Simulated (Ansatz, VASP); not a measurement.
**One calculation of Bi2H3, two programs**

```
CELL_PARAMETERS angstrom
2.39371 -2.88527 0.00000
2.39371 2.88527 0.00000
0.00000 0.00000 5.12138
ATOMIC_POSITIONS crystal
Bi 0.50000 0.50000 0.00000
Bi 0.50000 0.50000 0.50000
H 0.86346 0.86346 0.00000
H 0.13654 0.13654 0.00000
H 0.00000 0.00000 0.50000
```

Alike in both runs: task relaxation of cell and atoms; functional PBE; k mesh 6 × 6 × 4; occupations gaussian, width 0.1 eV; no spin polarisation.

```csv
,VASP,Ansatz
version,VASP 6.6.1,Ansatz 0.2.0
potentials or method,"VASP PAW PBE potentials, release 64 (Bi_d, H), cutoff 600 eV","scalar-relativistic, plane waves, PAW"
valence electrons in the cell,33,33
```

VASP gave:

| Item | Value |
| --- | --- |
| gap on the k mesh at the Fermi level, each at its own relaxed structure (eV) | none |
| relaxed volume (Å³/atom) | 18.62 |
| relaxed cell length with the largest relative difference (Å) | 6.514 |

**Question.** What did Ansatz give for the same quantities?

**Answer.** gap on the k mesh at the Fermi level, each at its own relaxed structure (eV): none; relaxed volume (Å³/atom): 18.68; relaxed cell length with the largest relative difference (Å): 6.542.

A gap of «none» marks a metal or a gap that the smearing closes.

Neither program's run includes spin-orbit coupling. Noted on VASP's run: the volume moved by over 15 % at a fixed basis, so the end points are rough.
